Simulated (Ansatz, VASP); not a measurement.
One calculation of W, two programs

The input INCAR:

```
SYSTEM = W
ALGO = Normal
EDIFF = 1E-6
ENCUT = 500
GGA = PE
GGA_COMPAT = .FALSE.
ISIF = 2
ISMEAR = 0
LASPH = .TRUE.
LCHARG = .FALSE.
LREAL = .FALSE.
LWAVE = .FALSE.
NBANDS = 13
NELM = 120
PREC = Accurate
SIGMA = 0.15
```

Contents of KPOINTS:

```
k-points
0
G
  30 30 30
  0 0 0
```

Contents of POSCAR:

```
W
1.0
   -1.3905473202      1.3905473202      2.0858209803
    1.3905473202     -1.3905473202      2.0858209803
    1.3905473202      1.3905473202     -2.0858209803
W
1
Direct
    0.0000000000      0.0000000000      0.0000000000
```

Input for Ansatz:

```yaml
crystal:
  lattice:
    - [-1.3905473202, 1.3905473202, 2.0858209803]
    - [1.3905473202, -1.3905473202, 2.0858209803]
    - [1.3905473202, 1.3905473202, -2.0858209803]
  atoms:
    - { symbol: W, position: [0.0, 0.0, 0.0] }
basis:
  ecutwfc: 420
kpoints:
  mp_grid: { grid: [30, 30, 30] }
hamiltonian:
  xc: pbe
scf:
  occupations: { method: gaussian, width: 0.15 }
output:
  forces: true
  stress: true
  eigenvalues: true
```

Alike in both runs: task single point; functional PBE; k mesh 30 × 30 × 30; occupations gaussian, width 0.15 eV; no spin polarisation.

```csv
,VASP,Ansatz
version,VASP 6.6.1,Ansatz 0.2.0
potentials or method,"VASP PAW PBE potentials, release 64 (W_sv), cutoff 500 eV","scalar-relativistic, plane waves, PAW"
valence electrons in the cell,14,14
```

```tsv
	VASP	Ansatz	Ansatz less VASP
gap on the k mesh at the Fermi level (eV)	none	none	-
pressure (GPa)	6.2	5.6	-0.55
traceless stress, the component that is largest in VASP (GPa)	8.02	7.96	-0.060
```

A gap of «none» marks a metal or a gap that the smearing closes.

Neither program's run includes spin-orbit coupling.
